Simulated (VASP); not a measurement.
# CoSi2 (Cm) in VASP: a series of runs

CoSi2 is run at these levels: PBE; tasks: single point.

Program: VASP 6.6.1. These are calculated values, not measurements. Logs are shortened: lines on timing, memory, paths and dates and some standing lists are left out, and cuts for length are marked.

## Step 1: The cell of the first run

The structure is monoclinic, space group Cm (No. 8). The conventional cell has a = 5.360 Å, b = 5.360 Å, c = 3.790 Å, α = 90.00°, β = 135.00°, γ = 90.00°. Co (site symmetry m) has 8 Si at 2.17 to 2.48 Å within 2.9 Å. Within 2.9 Å of Si (site symmetry 1) lie 4 Co at 2.17 to 2.48 Å and 6 Si at 2.60 to 2.76 Å.

## Step 2: Single point, PBE (atoms displaced along a vibrational mode)

File INCAR:

```
PREC = Accurate ; ENCUT = 520
EDIFF = 1E-6 ; ISMEAR = 0
SIGMA = 0.15 ; LREAL = F
LASPH = T ; NELM = 60
ALGO = Normal ; ISIF = 2
LWAVE = F ; LCHARG = F
GGA = PE ; NBANDS = 16
```

File KPOINTS:

```
regular mesh
0
Gamma
  12 12 12
```

File POSCAR:

```
CoSi2
1.0
    0.0000000000      2.6801763726      2.6801763726
    2.6801763726      0.0000000000      2.6801763726
    2.6801763726      2.6801763726      0.0000000000
Co Si
1 2
Direct
   -0.0208035254      0.0208035254     -0.0208035254
    0.2794756721      0.2205243279      0.2641781714
    0.7641781714      0.7358218286      0.7794756721
```

Potentials or basis: VASP PAW PBE potentials, release 64 (Co, Si).

Started as:

```sh
> cat potpaw_PBE.64/Co/POTCAR potpaw_PBE.64/Si/POTCAR > POTCAR
> mpirun -np 1 vasp_std > vasp.out
```

OUTCAR:

```text
PREC = Accurate
   ENCUT = 520
   EDIFF = 1E-6
   ISMEAR = 0
   LREAL = F
   LASPH = T
   NELM = 60
   ISIF = 2
   GGA = PE

 ion  position               nearest neighbor table
   1  0.979  0.021  0.979-   3 2.17   2 2.17   3 2.22   2 2.22   2 2.44   3 2.44   2 2.48   3 2.48

   2  0.279  0.221  0.264-   1 2.17   1 2.22   1 2.44   1 2.48   3 2.60   3 2.68   3 2.68   3 2.68
                             3 2.68   3 2.76
   3  0.764  0.736  0.779-   1 2.17   1 2.22   1 2.44   1 2.48   2 2.60   2 2.68   2 2.68   2 2.68
                             2 2.68   2 2.76

  LATTYP: Found a face centered cubic cell.
 ALAT       =     5.3603527452

  Lattice vectors:

 A1 = (   0.0000000000,   2.6801763726,   2.6801763726)
 A2 = (   2.6801763726,   0.0000000000,   2.6801763726)
 A3 = (   2.6801763726,   2.6801763726,   0.0000000000)

Analysis of symmetry for initial positions (statically):
=====================================================================
 Subroutine PRICEL returns:
 Original cell was already a primitive cell.

 Routine SETGRP: Setting up the symmetry group for a
 face centered cubic supercell.

 Subroutine GETGRP returns: Found  2 space group operations
 (whereof  2 operations were pure point group operations)
 out of a pool of 48 trial point group operations.

The static configuration has the point symmetry C_1h.

Analysis of symmetry for dynamics (positions and initial velocities):
=====================================================================
 Subroutine PRICEL returns:
 Original cell was already a primitive cell.

 Routine SETGRP: Setting up the symmetry group for a
 face centered cubic supercell.

 Subroutine GETGRP returns: Found  2 space group operations
 (whereof  2 operations were pure point group operations)
 out of a pool of 48 trial point group operations.

The dynamic configuration has the point symmetry C_1h.

 Subroutine INISYM returns: Found  2 space group operations
 (whereof  2 operations are pure point group operations),
 and found     1 'primitive' translations

----------------------------------------------------------------------------------------

                                     Primitive cell

  volume of cell :      38.5053

  direct lattice vectors                    reciprocal lattice vectors
     0.000000000  2.680176373  2.680176373    -0.186554887  0.186554887  0.186554887
     2.680176373  0.000000000  2.680176373     0.186554887 -0.186554887  0.186554887
     2.680176373  2.680176373  0.000000000     0.186554887  0.186554887 -0.186554887

  length of vectors
     3.790341776  3.790341776  3.790341776     0.323122542  0.323122542  0.323122542

  position of ions in fractional coordinates (direct lattice)
     0.979196475  0.020803525  0.979196475
     0.279475672  0.220524328  0.264178171
     0.764178171  0.735821829  0.779475672

  ion indices of the primitive-cell ions
   primitive index   ion index
                 1           1
                 2           2
                 3           3

----------------------------------------------------------------------------------------

 KPOINTS: regular mesh

Automatic generation of k-mesh.
 Grid dimensions read from file:
 generate k-points for:   12   12   12

 Generating k-lattice:

  Cartesian coordinates                     Fractional coordinates (reciprocal lattice)
    -0.015546241  0.015546241  0.015546241     0.083333333  0.000000000  0.000000000
     0.015546241 -0.015546241  0.015546241     0.000000000  0.083333333  0.000000000
     0.015546241  0.015546241 -0.015546241     0.000000000  0.000000000  0.083333333

  Length of vectors
     0.026926879  0.026926879  0.026926879

  Shift w.r.t. Gamma in fractional coordinates (k-lattice)
     0.000000000  0.000000000  0.000000000

 Subroutine IBZKPT returns following result:
 ===========================================

 Found    476 irreducible k-points:

 Following reciprocal coordinates:
            Coordinates               Weight
  0.000000  0.000000  0.000000      1.000000
  0.083333  0.000000  0.000000      4.000000
  0.000000  0.083333  0.000000      4.000000
  0.166667  0.000000  0.000000      4.000000
  0.000000  0.166667  0.000000      4.000000
  0.250000  0.000000  0.000000      4.000000
[... 16 lines left out ...]
  0.250000  0.083333  0.000000      4.000000
  0.000000  0.250000  0.083333      4.000000
 [... further k-points ...]
   k-points           NKPTS =    476   k-points in BZ     NKDIM =    476   number of bands    NBANDS=     16
   number of dos      NEDOS =    301   number of ions     NIONS =      3
   total plane-waves  NPLWV =  21952
   dimension x,y,z NGX =    28 NGY =   28 NGZ =   28
   dimension x,y,z NGXF=    56 NGYF=   56 NGZF=   56
   ions per type =               1   2
   NGX,Y,Z   is equivalent  to a cutoff of  12.28, 12.28, 12.28 a.u.
   NGXF,Y,Z  is equivalent  to a cutoff of  24.56, 24.56, 24.56 a.u.
 SYSTEM =  unknown system
   PREC   = accura    normal or accurate (medium, high low for compatibility)
   ISTART =      0    job   : 0-new  1-cont  2-samecut
   ICHARG =      2    charge: 1-file 2-atom 10-const
   ISPIN  =      1    spin polarized calculation?
   LNONCOLLINEAR =      F non collinear calculations
   LSORBIT =      F    spin-orbit coupling
   LASPH  =      T    aspherical Exc in radial PAW
   ENCUT  =  520.0 eV  38.22 Ry    6.18 a.u.   7.05  7.05  7.05*2*pi/ulx,y,z
   NELM   =     60;   NELMIN=  2; NELMDL= -5     # of ELM steps
   EDIFF  = 0.1E-05   stopping-criterion for ELM
   LREAL  =      F    real-space projection
   EDIFFG = 0.1E-04   stopping-criterion for IOM
   NSW    =      0    number of steps for IOM
   IBRION =     -1    ionic relax: 0-MD 1-quasi-New 2-CG
   NFREE  =      0    steps in history (QN), initial steepest desc. (CG)
   ISIF   =      2    stress and relaxation
   ISYM   =      2    0-nonsym 1-usesym 2-fastsym
   POTIM  = 0.5000    time-step for ionic-motion
   TEBEG  =    0.0;   TEEND  =   0.0 temperature during run
   PSTRESS=    0.0 pullay stress
   NELECT =      17.0000    total number of electrons
   NUPDOWN=      -1.0000    fix difference up-down
   EMIN   =  10.00;   EMAX   =-10.00  energy-range for DOS
   EFERMI =   0.00;   METHOD = LEGACY
   ISMEAR =     0;   SIGMA  =   0.15  broadening in eV -4-tet -1-fermi 0-gaus
   EFERMI_NEDOS =   21; number of points for ismear=-14 and -15
   IALGO  =     38    algorithm
   IMIX   =      4    mixing-type and parameters
     AMIX     =   0.40;   BMIX     =  1.00
     AMIX_MAG =   1.60;   BMIX_MAG =  1.00
  volume/ion in A,a.u.               =      12.84        86.62
  Fermi-wavevector in a.u.,A,eV,Ry     =   1.246573  2.355682 21.142700  1.553945
  Thomas-Fermi vector in A             =   2.380744
   LORBIT       =      0    0 simple, 1 ext, 2 COOP (PROOUT), +10 PAW based schemes
   GGA     = PE    functional components
   LHFCALC =     F    Hartree Fock is set to
   AEXX    =    0.0000 exact exchange contribution
   IVDW    =     0    specifies the selected vdW correction
   LEPSILON=     F    determine dielectric tensor
   LRPA    =     F    only Hartree local field effects (RPA)
 non-spin polarized calculation
 Gauss-broadening in eV      SIGMA  =   0.15
  energy-cutoff  :      520.00
  volume of cell :       38.51
 maximum number of plane-waves:      1056
   NGX = 15   NGY = 15   NGZ = 15

 number of electron      16.9999997 magnetization

 Free energy of the ion-electron system (eV)
  ---------------------------------------------------
  ext. energy  EPLUGINS =         0.00000000
  ---------------------------------------------------
  free energy    TOTEN  =       -18.97770657 eV

  energy without entropy =      -18.96609199  energy(sigma->0) =      -18.97189928

 E-fermi :  10.0815     XC(G=0): -11.7259

 val. band max:       10.0809269490   @ k =   0.0833  -0.2500   0.2500
 cond. band min:      10.0818027489   @ k =   0.0833   0.3333  -0.1667
 fundamental gap:      0.0008757999
 Fermi energy:        10.0815270156

 k-point     1 :       0.0000    0.0000    0.0000
  band No.  band energies     occupation
      1      -3.0448      2.00000
      2       5.8743      2.00000
      3       5.9961      2.00000
      4       6.0360      2.00000
      5       8.0589      2.00000
      6       8.1106      2.00000
[... 8 lines left out ...]
     15      15.8228      0.00000
     16      16.0335      0.00000

 k-point     2 :       0.0833    0.0000    0.0000
  band No.  band energies     occupation
      1      -2.9392      2.00000
      2       5.6573      2.00000
      3       6.0067      2.00000
      4       6.0683      2.00000
      5       8.0213      2.00000
      6       8.0774      2.00000
[... 8 lines left out ...]
     15      15.5701      0.00000
     16      15.9336      0.00000

 k-point     3 :       0.0000    0.0833    0.0000
  band No.  band energies     occupation
      1      -2.9402      2.00000
      2       5.7086      2.00000
      3       5.9584      2.00000
      4       6.0436      2.00000
      5       8.0294      2.00000
      6       8.0831      2.00000
[... 8 lines left out ...]
     15      15.5917      0.00000
     16      15.9001      0.00000

 k-point     4 :       0.1667    0.0000    0.0000
  band No.  band energies     occupation
      1      -2.6240      2.00000
      2       4.9860      2.00000
      3       6.1164      2.00000
      4       6.1713      2.00000
      5       7.9339      2.00000
      6       8.0035      2.00000
[... 8 lines left out ...]
     15      15.8178      0.00000
     16      16.4646      0.00000
[... 324 lines left out ...]
 k-point    22 :       0.0833   -0.0833   -0.0833
  band No.  band energies     occupation
      1      -2.6598      2.00000
      2       5.2150      2.00000
      3       6.0193      2.00000
      4       6.0945      2.00000
      5       7.7830      2.00000
      6       8.1413      2.00000
[... 8 lines left out ...]
     15      16.2682      0.00000
     16      16.5645      0.00000

 k-point    23 :       0.2500    0.0833    0.0000
  band No.  band energies     occupation
      1      -2.2078      2.00000
      2       4.3748      2.00000
      3       6.1335      2.00000
      4       6.2841      2.00000
      5       7.6050      2.00000
      6       8.1322      2.00000
[... 8 lines left out ...]
     15      17.3719      0.00000
     16      17.7646      0.00000

 k-point    24 :       0.0000    0.2500    0.0833
  band No.  band energies     occupation
      1      -2.2150      2.00000
      2       4.3950      2.00000
      3       6.0668      2.00000
      4       6.2097      2.00000
      5       7.6755      2.00000
      6       8.1482      2.00000
[... 8 lines left out ...]
     15      17.3746      0.00000
     16      17.7875      0.00000

 [... further k-points ...]
[... 5 lines left out ...]
  --------------------------------------------------------------------------------------
  -------------------------------------------------------------------------------------
  Total        1.2633167      0.6015972      1.1961451      0.0000000      0.7885404      0.0000000
  in kB       52.5657303     25.0320416     49.7707645      0.0000000     32.8106171      0.0000000
  external PRESSURE =      42.4561788 kB  Pullay stress =       0.0000000 kB

 VOLUME and BASIS-vectors are now :
 -----------------------------------------------------------------------------
  energy-cutoff  :      520.00
  volume of cell :       38.51
      direct lattice vectors                 reciprocal lattice vectors
     0.000000000  2.680176373  2.680176373    -0.186554887  0.186554887  0.186554887
     2.680176373  0.000000000  2.680176373     0.186554887 -0.186554887  0.186554887
     2.680176373  2.680176373  0.000000000     0.186554887  0.186554887 -0.186554887

 POSITION                                       TOTAL-FORCE (eV/Angst)
 -----------------------------------------------------------------------------------
      2.68018      5.24884      2.68018        -0.000000      2.667173      0.411022
      1.29909      1.45709      1.34009         0.482984     -1.333587     -0.205511
      4.06126      4.13726      4.02026        -0.482984     -1.333587     -0.205511
 -----------------------------------------------------------------------------------
    total drift:                               -0.000004     -0.000206      0.000030

  FREE ENERGIE OF THE ION-ELECTRON SYSTEM (eV)
  ---------------------------------------------------
  free  energy   TOTEN  =       -18.9777065680 eV

  energy  without entropy=      -18.9660919883  energy(sigma->0) =      -18.97189928
```

Wall time 3.8 min (1 thread of Intel Xeon Platinum 8259CL at 2.50GHz (Skylake/Cascade Lake), shared host); peak memory 0.39 GiB.

What came out:

* Free energy: -18.9777 eV
* Pressure: 4.2 GPa
* Largest force: 2.699 eV/Å
* Band gap on the k mesh: zero (an odd number of electrons rules out a gap without spin polarisation)

Forces on the atoms (eV/Å):
```
Co   0.000  2.667  0.411
Si   0.483 -1.334 -0.206
Si  -0.483 -1.334 -0.206
```

Levels at points of the mesh, in eV from the Fermi level:
| k point | band 6 | band 7 | band 8 | band 9 | band 10 | band 11 | band 12 | band 13 |
| --- | --- | --- | --- | --- | --- | --- | --- | --- |
| (0.00, 0.00, 0.00) | -1.97 | 0.59 | 2.77 | 2.80 | 3.45 | 3.56 | 3.92 | 3.95 |
| (0.50, 0.00, 0.00) | -1.95 | -1.72 | -0.55 | -0.25 | 2.30 | 3.45 | 3.80 | 4.23 |
| (0.00, 0.50, 0.00) | -1.82 | -1.68 | -0.45 | -0.05 | 2.21 | 3.27 | 3.77 | 4.21 |
| (0.50, 0.50, 0.00) | -2.14 | -2.03 | -1.80 | -1.40 | 1.48 | 2.85 | 8.46 | 9.50 |
| (0.00, 0.50, 0.50) | -2.16 | -1.93 | -1.85 | -1.41 | 1.47 | 2.86 | 8.46 | 9.45 |
| (0.50, 0.00, 0.50) | -1.97 | -1.85 | -1.73 | -1.47 | 1.44 | 2.81 | 8.68 | 9.47 |

Caveat: the cell differs from its parent crystal (atoms displaced along a vibrational mode); the cell stands under pressure; the run has no spin polarisation, though such a crystal can be magnetic; forces of over 1 eV/Å act on the atoms, so gaps and moduli don't describe the material at rest.

## Step 3: Single point, PBE (atoms displaced along a vibrational mode)

File INCAR:

```
SYSTEM = CoSi2
PREC = Accurate
ENCUT = 520
EDIFF = 1E-7
ISMEAR = 0
SIGMA = 0.15
LREAL = .FALSE.
LASPH = .TRUE.
NELM = 80
ALGO = Normal
ISIF = 2
LWAVE = .FALSE.
LCHARG = .FALSE.
GGA = PE
NBANDS = 16
```

File KPOINTS:

```
regular mesh
0
G
  12 12 12
  0 0 0
```

File POSCAR:

```
CoSi2
1.0
    0.0000000000      2.6801763726      2.6801763726
    2.6801763726      0.0000000000      2.6801763726
    2.6801763726      2.6801763726      0.0000000000
Co Si
1 2
Direct
   -0.0208035254      0.0208035254     -0.0208035254
    0.2947731729      0.2052268271      0.2488806707
    0.7488806707      0.7511193293      0.7947731729
```

Potentials or basis: VASP PAW PBE potentials, release 64 (Co, Si).

Started as:

```sh
> cat potpaw_PBE.64/Co/POTCAR potpaw_PBE.64/Si/POTCAR > POTCAR
> mpirun -np 1 vasp_std > vasp.out
```

Run time: 3.7 min. Hardware: 1 thread of Intel Xeon Platinum 8259CL at 2.50GHz (Skylake/Cascade Lake), shared host; peak memory 0.39 GiB.

Results (log left out):

* Free energy: -18.8095 eV
* Pressure: 6.5 GPa
* Largest force: 3.041 eV/Å
* Band gap on the k mesh: zero (an odd number of electrons rules out a gap without spin polarisation)

Forces in eV/Å, atoms in the order of the input:
```
Co   0.000  2.780  1.232
Si   1.625 -1.390 -0.616
Si  -1.625 -1.390 -0.616
```

Stress tensor (GPa, compression positive):
```
9.40 0.00 0.00
0.00 3.71 9.66
0.00 9.66 6.50
```

Levels at points of the mesh, in eV from the Fermi level:
| k point | band 7 | band 8 | band 9 | band 10 | band 11 | band 12 |
| --- | --- | --- | --- | --- | --- | --- |
| (0.00, 0.00, 0.00) | 0.55 | 2.48 | 2.81 | 2.94 | 3.55 | 3.87 |
| (0.50, 0.00, 0.00) | -1.79 | -0.99 | -0.09 | 2.29 | 3.50 | 3.92 |
| (0.00, 0.50, 0.00) | -1.61 | -0.66 | 0.43 | 1.99 | 3.02 | 3.79 |
| (0.50, 0.50, 0.00) | -2.17 | -1.73 | -1.39 | 1.43 | 2.71 | 8.47 |
| (0.00, 0.50, 0.50) | -1.87 | -1.86 | -1.48 | 1.39 | 2.83 | 8.50 |
| (0.50, 0.00, 0.50) | -1.88 | -1.63 | -1.45 | 1.40 | 2.68 | 8.66 |

Caveat: the cell differs from its parent crystal (atoms displaced along a vibrational mode); the cell stands under pressure; the run has no spin polarisation, though such a crystal can be magnetic; forces of over 1 eV/Å act on the atoms, so gaps and moduli don't describe the material at rest. Spin polarisation is off, so any magnetic state and its effect on volume and gap are missing.

(Continued in part 2 of 2.)
